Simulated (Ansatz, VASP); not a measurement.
Two plane-wave programs on Si2W

The input INCAR:

```
PREC     = Accurate       # precision mode
ENCUT    = 520            # plane-wave cutoff, eV
EDIFF    = 1E-6           # SCF threshold, eV
ISMEAR   = 0              # smearing method
SIGMA    = 0.15           # smearing width, eV
LREAL    = F              # projectors in reciprocal space
LASPH    = T              # aspherical terms in the spheres
NELM     = 100            # most SCF steps
ALGO     = Normal         # electronic algorithm
ISIF     = 2              # what is computed and relaxed
LWAVE    = F              # write WAVECAR
LCHARG   = F              # write CHGCAR
GGA      = PS             # functional
NBANDS   = 43             # bands
```

KPOINTS

```
regular mesh
0
Gamma
  12 12 6
```

File POSCAR:

```
Si2W
1.0
    4.4616844367      0.0000000000      0.0000000000
   -2.2308422184      3.8639320658      0.0000000000
    0.0000000000      0.0000000000      6.7683901565
Si W
6 3
Direct
    0.8361793875      0.6723587749      0.5000000000
    0.1638206125      0.8361793875      0.8333333333
    0.6723587749      0.8361793875      0.1666666667
    0.1638206125      0.3276412251      0.5000000000
    0.8361793875      0.1638206125      0.8333333333
    0.3276412251      0.1638206125      0.1666666667
    0.0000000000      0.5000000000      0.1666666667
    0.5000000000      0.5000000000      0.8333333333
    0.5000000000      0.0000000000      0.5000000000
```

Input for Ansatz:

```yaml
crystal:
  lattice:
    - [4.4616844367, 0.0, 0.0]
    - [-2.2308422184, 3.8639320658, 0.0]
    - [0.0, 0.0, 6.7683901565]
  atoms:
    - { symbol: Si, position: [0.8361793875, 0.6723587749, 0.5] }
    - { symbol: Si, position: [0.1638206125, 0.8361793875, 0.8333333333] }
    - { symbol: Si, position: [0.6723587749, 0.8361793875, 0.1666666667] }
    - { symbol: Si, position: [0.1638206125, 0.3276412251, 0.5] }
    - { symbol: Si, position: [0.8361793875, 0.1638206125, 0.8333333333] }
    - { symbol: Si, position: [0.3276412251, 0.1638206125, 0.1666666667] }
    - { symbol: W, position: [0.0, 0.5, 0.1666666667] }
    - { symbol: W, position: [0.5, 0.5, 0.8333333333] }
    - { symbol: W, position: [0.5, 0.0, 0.5] }
basis:
  ecutwfc: 420
kpoints:
  mp_grid: { grid: [12, 12, 6] }
hamiltonian:
  xc: pbesol
scf:
  occupations: { method: gaussian, width: 0.15 }
output:
  forces: true
  stress: true
  eigenvalues: true
```

Change from the starting cell: strain -0.025 along x and y, +0.025 along z, atoms carried along.

Alike in both runs: task single point; functional PBEsol; k mesh 12 × 12 × 6; occupations gaussian, width 0.15 eV; no spin polarisation.

|  | VASP | Ansatz |
| --- | --- | --- |
| version | VASP 6.6.1 | Ansatz 0.2.0 |
| potentials or method | VASP PAW PBE potentials, release 64 (Si, W_sv), cutoff 520 eV | scalar-relativistic, plane waves, PAW |
| valence electrons in the cell | 66 | 66 |

|  | VASP | Ansatz | Ansatz less VASP |
| --- | --- | --- | --- |
| gap on the k mesh at the Fermi level (eV) | 0.22 | 0.22 | 0.000 |
| least direct gap on the mesh (eV) | 0.67 | 0.67 | -0.001 |
| pressure (GPa) | 7.2 | 6.8 | -0.40 |
| traceless stress, the component that is largest in VASP (GPa) | -9.69 | -9.68 | +0.008 |
| rms of the force components (eV/Å) | 0.025 | 0.025 | +0.0006 |

VASP's potentials were made for PBE, not for PBEsol. Atom by atom the forces differ by 0.001 eV/Å (rms over components). The functional is the same, so the differences come from potentials, cutoffs and numerics.

Spin-orbit coupling is off throughout.
